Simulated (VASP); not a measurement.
Here is a VASP 6.6.1 calculation.

File INCAR:

```
ADDGRID = False ; ALGO = Normal
EDIFF = 1E-8 ; ENCUT = 720
GGA = PS ; GGA_COMPAT = False
ISIF = 2 ; ISMEAR = 1
LASPH = True ; LCHARG = False
LREAL = False ; LWAVE = False
NBANDS = 35 ; NELM = 120
PREC = Accurate ; SIGMA = 0.05
```

KPOINTS

```
Automatic mesh
0
Gamma
  13 13 13
  0 0 0
```

POSCAR

```
TiAl3
1.0
    3.9556712500      0.0000000000      0.0000000000
    0.0000000000      3.9556712500      0.0000000000
    0.0000000000      0.0000000000      4.0150063187
Ti Al
1 3
Direct
    0.0000000000      0.0000000000      0.0000000000
    0.0000000000      0.5000000000      0.5000000000
    0.5000000000      0.0000000000      0.5000000000
    0.5000000000      0.5000000000      0.0101120600
```

Potentials or basis: VASP PAW PBE potentials, release 64 (Ti_sv, Al).

The run is started by

```console
$ cat potpaw_PBE.64/Ti_sv/POTCAR potpaw_PBE.64/Al/POTCAR > POTCAR
$ mpirun -np 1 vasp_std > vasp.out
```

What does it give for the pressure?

-2.0 GPa.

Estimate the band gap on the k mesh.

zero (an odd number of electrons rules out a gap without spin polarisation).

What does it give for the largest force?

0.256 eV/Å.

Stress tensor (GPa, compression positive):
```
-1.45  0.00  0.00
 0.00 -1.45  0.00
 0.00  0.00 -3.12
```

Caveat: the cell differs from its parent crystal (last atom moved by 0.04 Å along z, cell strained by +1.5% along z); the PAW data sets were made with another functional, which shifts forces and pressure a little.
